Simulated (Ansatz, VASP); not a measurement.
## One calculation of SnW2, two programs

```
CELL_PARAMETERS angstrom
-1.78384 1.78384 4.37599
1.78384 -1.78384 4.37599
1.78384 1.78384 -4.37599
ATOMIC_POSITIONS crystal
Sn 0.00000 0.00000 0.00000
W 0.66500 0.66500 0.00000
W 0.33500 0.33500 0.00000
```

Alike in both runs: task relaxation of cell and atoms; functional PBE; k mesh 6 × 6 × 6; occupations gaussian, width 0.1 eV; no spin polarisation.

|  | VASP | Ansatz |
| --- | --- | --- |
| version | VASP 6.6.1 | Ansatz 0.2.0 |
| potentials or method | VASP PAW PBE potentials, release 64 (Sn_d, W_sv), cutoff 600 eV | scalar-relativistic, plane waves, PAW |
| valence electrons in the cell | 42 | 42 |

|  | VASP | Ansatz | Ansatz less VASP |
| --- | --- | --- | --- |
| gap on the k mesh at the Fermi level, each at its own relaxed structure (eV) | none | none | - |
| relaxed volume (Å³/atom) | 17.61 | 17.58 | -0.030 |
| relaxed length of the cell vector where the two differ most in proportion (Å) | 5.318 | 5.320 | +0.0018 |

A gap of «none» marks a metal or a gap that the smearing closes.

The k mesh is coarse, so the values compare programs but aren't converged. Neither program's run includes spin-orbit coupling.
